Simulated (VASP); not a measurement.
Wanted: the native input for a VASP 6.6.1 run.

| Item | Value |
| --- | --- |
| Task | single point |
| Functional | PBE |
| Potentials or basis | VASP PAW PBE potentials, release 64 (Sr_sv) |
| Cutoff | 520 eV |
| k mesh | 14 × 14 × 12 |
| Occupations | gaussian, width 0.1 eV |
| Spin | no spin polarisation |
| Dipole correction | no |
| Further INCAR settings | ALGO = Normal; EDIFF = 1e-06; NBANDS = 17 |

The structure of Sr lies in POSCAR:

```
Sr
1.0
    2.0139632107     -7.0505696083     -0.4381841796
    2.0139632107      7.0505696083     -0.4381841796
   -1.2260756504      0.0000000000      4.1193464720
Sr
2
Direct
    0.8751102257      0.1248897743      0.2500000000
    0.1248897743      0.8751102257      0.7500000000
```

One way to write it, as run:

INCAR

```
  PREC = Accurate
  ENCUT = 520
  EDIFF = 1E-6
  ISMEAR = 0
  SIGMA = 0.1
  LREAL = False
  LASPH = True
  NELM = 100
  ALGO = Normal
  ISIF = 2
  LWAVE = False
  LCHARG = True
  GGA = PE
  LELF = True
  LVHAR = True
  NBANDS = 17
```

KPOINTS

```
regular mesh
0
Gamma
  14 14 12
```

Potentials or basis: VASP PAW PBE potentials, release 64 (Sr_sv).

The run is started by

```bash
$ cat potpaw_PBE.64/Sr_sv/POTCAR > POTCAR
$ mpirun -np 1 vasp_std > vasp.out
```

It gave:

The pressure is 0.0 GPa and the band gap on the k mesh is zero (bands 10 and 11 overlap by 0.35 eV).

Wall time 10 min on 1 thread of Intel(R) Xeon(R) 6975P-C (Granite Rapids), on a shared host, peak memory 1.1 GiB.
